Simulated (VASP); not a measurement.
Here is a VASP 6.6.1 calculation.

File INCAR:

```
ALGO = Fast ; EDIFF = 1E-6
EDIFFG = -0.005 ; ENCUT = 600
GGA = PS ; IBRION = 2
ISIF = 3 ; ISMEAR = 0
LASPH = True ; LCHARG = False
LREAL = False ; LWAVE = False
NELM = 80 ; NSW = 100
PREC = Accurate ; SIGMA = 0.1
```

File KPOINTS:

```
k-points
0
Gamma
  12 12 8
```

POSCAR

```
Pb
1.0
    3.4715901269      0.0000000000      0.0000000000
   -1.7357950634      3.0064852414      0.0000000000
    0.0000000000      0.0000000000      5.9973895700
Pb
2
Direct
    0.3333333300      0.6666666700      0.2500000000
    0.6666666700      0.3333333300      0.7500000000
```

Potentials or basis: VASP PAW PBE potentials, release 64 (Pb_d).

Command:

```sh
$ cat potpaw_PBE.64/Pb_d/POTCAR > POTCAR
$ mpirun -np 1 vasp_std > vasp.out
```

(1) Estimate the space group after relaxing (to 0.1 Å).

(2) Predict the band gap on the k mesh.

(3) Estimate the relaxed volume.

Answers

(1) P6_3/mmc (No. 194).

(2) zero (bands 14 and 15 overlap by 8.05 eV).

(3) 29.89 Å³/atom.

Caveat: the PAW data sets were made with another functional, which shifts forces and pressure a little; spin-orbit coupling is left out, which moves the levels of the heavy elements.
